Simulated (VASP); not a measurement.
# Si2Sb5Se (I4/mmm) in VASP: single point with r2SCAN

Aim: the single point of Si2Sb5Se with r2SCAN.

All numbers are computed with VASP 6.6.1; they aren't measurements. Logs are shortened: lines on timing, memory, paths and dates and some standing lists are left out, and cuts for length are marked.

## (1) The cell of the first run

The structure is tetragonal, space group I4/mmm (No. 139). Conventional cell: a = 5.963 Å, b = 5.963 Å, c = 11.789 Å, α = 90.00°, β = 90.00°, γ = 90.00°. Within 3.9 Å of Si (site symmetry mmm) lie 4 Sb at 2.95 to 2.98 Å and 2 Se at 2.98 Å. Sb (site symmetry -4m2) has 2 Si at 2.95 Å and 4 Sb at 2.98 Å within 3.9 Å. Sb (site symmetry 4mm) has 1 Se at 2.90 Å and 5 Sb at 2.98 to 2.99 Å within 3.8 Å. Within 3.9 Å of Sb (site symmetry 4/mmm) lie 4 Si at 2.98 Å and 2 Sb at 2.99 Å. Within 3.8 Å of Se (site symmetry 4/mmm) lie 2 Sb at 2.90 Å and 4 Si at 2.98 Å.

## (2) Single point, r2SCAN

POSCAR reads:

```
Si2Sb5Se
1.0
   -2.9813287774      2.9813287774      5.8946967928
    2.9813287774     -2.9813287774      5.8946967928
    2.9813287774      2.9813287774     -5.8946967928
Si Sb Se
2 5 1
Direct
    0.5000000000      0.0000000000      0.5000000000
    0.0000000000      0.5000000000      0.5000000000
    0.7500000000      0.2500000000      0.5000000000
    0.2500000000      0.7500000000      0.5000000000
    0.7461047587      0.7461047587      0.0000000000
    0.2538952413      0.2538952413      0.0000000000
    0.0000000000      0.0000000000      0.0000000000
    0.5000000000      0.5000000000      0.0000000000
```

INCAR.step1 reads:

```
SYSTEM = Si2Sb5Se
PREC = Accurate
ENCUT = 550
ISMEAR = 0
SIGMA = 0.1
LREAL = .False.
LASPH = .True.
NELM = 120
NBANDS = 30
GGA = PE
ALGO = Normal
EDIFF = 1E-5
LWAVE = .True.
LCHARG = .False.
GGA_COMPAT = .False.
```

INCAR.step2 reads:

```
SYSTEM = Si2Sb5Se
PREC = Accurate
ENCUT = 550
EDIFF = 1E-6
ISMEAR = 0
SIGMA = 0.1
LREAL = .False.
LASPH = .True.
NELM = 120
ALGO = Normal
ISIF = 2
LWAVE = .False.
LCHARG = .False.
METAGGA = R2SCAN
LMIXTAU = .True.
NBANDS = 30
ISTART = 1
GGA_COMPAT = .False.
```

KPOINTS reads:

```
regular mesh
0
Gamma
  8 8 8
  0 0 0
```

Potentials or basis: VASP PAW PBE potentials, release 64 (Si, Sb, Se).

Launch:

```sh
cat potpaw_PBE.64/Si/POTCAR potpaw_PBE.64/Sb/POTCAR potpaw_PBE.64/Se/POTCAR > POTCAR
cp INCAR.step1 INCAR
mpirun -np 1 vasp_std > vasp.out
cp INCAR.step2 INCAR
mpirun -np 1 vasp_std > vasp.out
```

OUTCAR:

```text
SYSTEM = Si2Sb5Se
   PREC = Accurate
   ENCUT = 550
   EDIFF = 1E-6
   ISMEAR = 0
   LREAL = .False.
   LASPH = .True.
   NELM = 120
   ISIF = 2
   METAGGA = R2SCAN
   ISTART = 1

 ion  position               nearest neighbor table
   1  0.500  0.000  0.500-   3 2.95   4 2.95   7 2.98   7 2.98
   2  0.000  0.500  0.500-   3 2.95   4 2.95   7 2.98   7 2.98
   3  0.750  0.250  0.500-   1 2.95   2 2.95   6 2.98   5 2.98   6 2.98   5 2.98
   4  0.250  0.750  0.500-   1 2.95   2 2.95   6 2.98   5 2.98   6 2.98   5 2.98
   5  0.746  0.746  0.000-   8 2.90   3 2.98   4 2.98   3 2.98   4 2.98   7 2.99
   6  0.254  0.254  0.000-   8 2.90   4 2.98   3 2.98   4 2.98   3 2.98   7 2.99
   7  0.000  0.000  0.000-   1 2.98   2 2.98   2 2.98   1 2.98   5 2.99   6 2.99
   8  0.500  0.500  0.000-   5 2.90   6 2.90

  LATTYP: Found a body centered tetragonal cell.
 ALAT       =     5.9626575548
 C/A-ratio  =     1.9772045396

  Lattice vectors:

 A1 = (  -2.9813287774,   2.9813287774,   5.8946967928)
 A2 = (   2.9813287774,  -2.9813287774,   5.8946967928)
 A3 = (   2.9813287774,   2.9813287774,  -5.8946967928)

Analysis of symmetry for initial positions (statically):
=====================================================================
 Subroutine PRICEL returns:
 Original cell was already a primitive cell.

 Routine SETGRP: Setting up the symmetry group for a
 body centered tetragonal supercell.

 Subroutine GETGRP returns: Found 16 space group operations
 (whereof 16 operations were pure point group operations)
 out of a pool of 16 trial point group operations.

The static configuration has the point symmetry D_4h.

Analysis of symmetry for dynamics (positions and initial velocities):
=====================================================================
 Subroutine PRICEL returns:
 Original cell was already a primitive cell.

 Routine SETGRP: Setting up the symmetry group for a
 body centered tetragonal supercell.

 Subroutine GETGRP returns: Found 16 space group operations
 (whereof 16 operations were pure point group operations)
 out of a pool of 16 trial point group operations.

The dynamic configuration has the point symmetry D_4h.

 Subroutine INISYM returns: Found 16 space group operations
 (whereof 16 operations are pure point group operations),
 and found     1 'primitive' translations

----------------------------------------------------------------------------------------

                                     Primitive cell

  volume of cell :     209.5758

  direct lattice vectors                    reciprocal lattice vectors
    -2.981328777  2.981328777  5.894696793     0.000000000  0.167710453  0.084822005
     2.981328777 -2.981328777  5.894696793     0.167710453  0.000000000  0.084822005
     2.981328777  2.981328777 -5.894696793     0.167710453  0.167710453  0.000000000

  length of vectors
     7.247350746  7.247350746  7.247350746     0.187940332  0.187940332  0.237178397

  position of ions in fractional coordinates (direct lattice)
     0.500000000  0.000000000  0.500000000
     0.000000000  0.500000000  0.500000000
     0.750000000  0.250000000  0.500000000
     0.250000000  0.750000000  0.500000000
     0.746104759  0.746104759  0.000000000
     0.253895241  0.253895241  0.000000000
     0.000000000  0.000000000  0.000000000
     0.500000000  0.500000000  0.000000000

  ion indices of the primitive-cell ions
   primitive index   ion index
                 1           1
                 2           2
                 3           3
                 4           4
                 5           5
                 6           6
                 7           7
                 8           8

----------------------------------------------------------------------------------------

 KPOINTS: regular mesh

Automatic generation of k-mesh.
 Grid dimensions read from file:
 generate k-points for:    8    8    8

 Generating k-lattice:

  Cartesian coordinates                     Fractional coordinates (reciprocal lattice)
     0.000000000  0.020963807  0.010602751     0.125000000  0.000000000  0.000000000
     0.020963807  0.000000000  0.010602751     0.000000000  0.125000000  0.000000000
     0.020963807  0.020963807  0.000000000     0.000000000  0.000000000  0.125000000

  Length of vectors
     0.023492542  0.023492542  0.029647300

  Shift w.r.t. Gamma in fractional coordinates (k-lattice)
     0.000000000  0.000000000  0.000000000

 Subroutine IBZKPT returns following result:
 ===========================================

 Found     59 irreducible k-points:

 Following reciprocal coordinates:
            Coordinates               Weight
  0.000000  0.000000  0.000000      1.000000
  0.125000  0.000000  0.000000      8.000000
  0.250000  0.000000  0.000000      8.000000
  0.375000  0.000000 -0.000000      8.000000
  0.500000  0.000000  0.000000      4.000000
  0.125000  0.125000  0.000000      8.000000
[... 16 lines left out ...]
  0.250000  0.125000  0.125000     16.000000
  0.375000  0.125000  0.125000      8.000000
 [... further k-points ...]
   k-points           NKPTS =     59   k-points in BZ     NKDIM =     59   number of bands    NBANDS=     30
   number of dos      NEDOS =    301   number of ions     NIONS =      8
   total plane-waves  NPLWV = 175616
   dimension x,y,z NGX =    56 NGY =   56 NGZ =   56
   dimension x,y,z NGXF=   112 NGYF=  112 NGZF=  112
   ions per type =               2   5   1
   NGX,Y,Z   is equivalent  to a cutoff of  12.85, 12.85, 12.85 a.u.
   NGXF,Y,Z  is equivalent  to a cutoff of  25.69, 25.69, 25.69 a.u.
 SYSTEM =  Si2Sb5Se
   PREC   = accura    normal or accurate (medium, high low for compatibility)
   ISTART =      1    job   : 0-new  1-cont  2-samecut
   ICHARG =      0    charge: 1-file 2-atom 10-const
   ISPIN  =      1    spin polarized calculation?
   LNONCOLLINEAR =      F non collinear calculations
   LSORBIT =      F    spin-orbit coupling
   LASPH  =      T    aspherical Exc in radial PAW
   ENCUT  =  550.0 eV  40.42 Ry    6.36 a.u.  13.86 13.86 13.86*2*pi/ulx,y,z
   NELM   =    120;   NELMIN=  2; NELMDL=  0     # of ELM steps
   EDIFF  = 0.1E-05   stopping-criterion for ELM
   LREAL  =      F    real-space projection
   EDIFFG = 0.1E-04   stopping-criterion for IOM
   NSW    =      0    number of steps for IOM
   IBRION =     -1    ionic relax: 0-MD 1-quasi-New 2-CG
   NFREE  =      0    steps in history (QN), initial steepest desc. (CG)
   ISIF   =      2    stress and relaxation
   ISYM   =      2    0-nonsym 1-usesym 2-fastsym
   POTIM  = 0.5000    time-step for ionic-motion
   TEBEG  =    0.0;   TEEND  =   0.0 temperature during run
   PSTRESS=    0.0 pullay stress
   NELECT =      39.0000    total number of electrons
   NUPDOWN=      -1.0000    fix difference up-down
   EMIN   =  10.00;   EMAX   =-10.00  energy-range for DOS
   EFERMI =   0.00;   METHOD = LEGACY
   ISMEAR =     0;   SIGMA  =   0.10  broadening in eV -4-tet -1-fermi 0-gaus
   EFERMI_NEDOS =   21; number of points for ismear=-14 and -15
   IALGO  =     38    algorithm
   IMIX   =      4    mixing-type and parameters
     AMIX     =   0.40;   BMIX     =  1.00
     AMIX_MAG =   1.60;   BMIX_MAG =  1.00
  volume/ion in A,a.u.               =      26.20       176.79
  Fermi-wavevector in a.u.,A,eV,Ry     =   0.934651  1.766234 11.885666  0.873572
  Thomas-Fermi vector in A             =   2.061477
   LORBIT       =      0    0 simple, 1 ext, 2 COOP (PROOUT), +10 PAW based schemes
   METAGGA = R2SCAN    functional components
   LHFCALC =     F    Hartree Fock is set to
   AEXX    =    0.0000 exact exchange contribution
   IVDW    =     0    specifies the selected vdW correction
   LEPSILON=     F    determine dielectric tensor
   LRPA    =     F    only Hartree local field effects (RPA)
 non-spin polarized calculation
 Gauss-broadening in eV      SIGMA  =   0.10
  energy-cutoff  :      550.00
  volume of cell :      209.58
 maximum number of plane-waves:      6174
   NGX = 27   NGY = 27   NGZ = 27

 number of electron      39.0000000 magnetization

 Free energy of the ion-electron system (eV)
  ---------------------------------------------------
  ext. energy  EPLUGINS =         0.00000000
  ---------------------------------------------------
  free energy    TOTEN  =      -158.23732842 eV

  energy without entropy =     -158.22313102  energy(sigma->0) =     -158.23022972

 E-fermi :   6.7799     XC(G=0): -10.2077

 val. band max:        6.7686962416   @ k =   0.1250   0.1250   0.1250
 cond. band min:       6.7875694882   @ k =   0.3750   0.1250   0.0000
 fundamental gap:      0.0188732466
 Fermi energy:         6.7798907055

 k-point     1 :       0.0000    0.0000    0.0000
  band No.  band energies     occupation
      1      -7.4467      2.00000
      2      -5.5332      2.00000
      3      -2.9561      2.00000
      4      -2.9392      2.00000
      5      -2.6817      2.00000
      6      -0.7505      2.00000
[... 22 lines left out ...]
     29      12.1932      0.00000
     30      12.1934      0.00000

 k-point     2 :       0.1250    0.0000    0.0000
  band No.  band energies     occupation
      1      -7.4082      2.00000
      2      -5.5183      2.00000
      3      -3.2008      2.00000
      4      -2.8949      2.00000
      5      -2.7014      2.00000
      6      -0.8156      2.00000
[... 22 lines left out ...]
     29      12.0815      0.00000
     30      12.3856      0.00000

 k-point     3 :       0.2500    0.0000    0.0000
  band No.  band energies     occupation
      1      -7.3091      2.00000
      2      -5.4613      2.00000
      3      -3.7312      2.00000
      4      -2.9790      2.00000
      5      -2.5298      2.00000
      6      -1.0600      2.00000
[... 682 lines left out ...]
     29      10.4418      0.00000
     30      10.9246      0.00000

 k-point    24 :       0.3750    0.1250    0.1250
  band No.  band energies     occupation
      1      -7.1055      2.00000
      2      -4.9752      2.00000
      3      -4.3661      2.00000
      4      -3.1165      2.00000
      5      -2.6850      2.00000
      6      -2.5353      2.00000
[... 22 lines left out ...]
     29      10.8045      0.00000
     30      11.1167      0.00000

 [... further k-points ...]
[... 5 lines left out ...]
  --------------------------------------------------------------------------------------
  -------------------------------------------------------------------------------------
  Total       -1.4314820     -1.4314820     -1.5220387      0.0000000      0.0000000      0.0000000
  in kB      -10.9434755    -10.9434755    -11.6357686      0.0000000      0.0000000      0.0000000
  external PRESSURE =     -11.1742398 kB  Pullay stress =       0.0000000 kB

 VOLUME and BASIS-vectors are now :
 -----------------------------------------------------------------------------
  energy-cutoff  :      550.00
  volume of cell :      209.58
      direct lattice vectors                 reciprocal lattice vectors
    -2.981328777  2.981328777  5.894696793     0.000000000  0.167710453  0.084822005
     2.981328777 -2.981328777  5.894696793     0.167710453  0.000000000  0.084822005
     2.981328777  2.981328777 -5.894696793     0.167710453  0.167710453  0.000000000

 POSITION                                       TOTAL-FORCE (eV/Angst)
 -----------------------------------------------------------------------------------
      0.00000      2.98133      0.00000        -0.000000     -0.000000      0.000000
      2.98133      0.00000      0.00000        -0.000000     -0.000000      0.000000
      0.00000      2.98133      2.94735        -0.000000     -0.000000      0.000000
      2.98133      0.00000      2.94735        -0.000000     -0.000000      0.000000
      0.00000      0.00000      8.79612         0.000000      0.000000      0.068152
      0.00000      0.00000      2.99327        -0.000000     -0.000000     -0.068152
      0.00000      0.00000      0.00000        -0.000000     -0.000000      0.000000
      0.00000      0.00000      5.89470        -0.000000     -0.000000      0.000000
 -----------------------------------------------------------------------------------
    total drift:                               -0.000000     -0.000000      0.000000

  FREE ENERGIE OF THE ION-ELECTRON SYSTEM (eV)
  ---------------------------------------------------
  free  energy   TOTEN  =      -158.2373284167 eV

  energy  without entropy=     -158.2231310168  energy(sigma->0) =     -158.23022972
```

Run time: 49 min. Hardware: 1 thread of Intel Xeon 8259CL, shared host; peak memory 0.71 GiB.

What came out:

* Free energy: -158.2373 eV
* Pressure: -1.1 GPa
* Largest force: 0.068 eV/Å
* Band gap on the k mesh: zero (an odd number of electrons rules out a gap without spin polarisation)

Forces on the atoms (eV/Å):
```
Si   0.000  0.000  0.000
Si   0.000  0.000  0.000
Sb   0.000  0.000  0.000
Sb   0.000  0.000  0.000
Sb   0.000  0.000  0.068
Sb   0.000  0.000 -0.068
Sb   0.000  0.000  0.000
Se   0.000  0.000  0.000
```

Caveat: the PAW data sets were made with another functional, which shifts forces and pressure a little; spin-orbit coupling is left out, which moves the levels of the heavy elements.
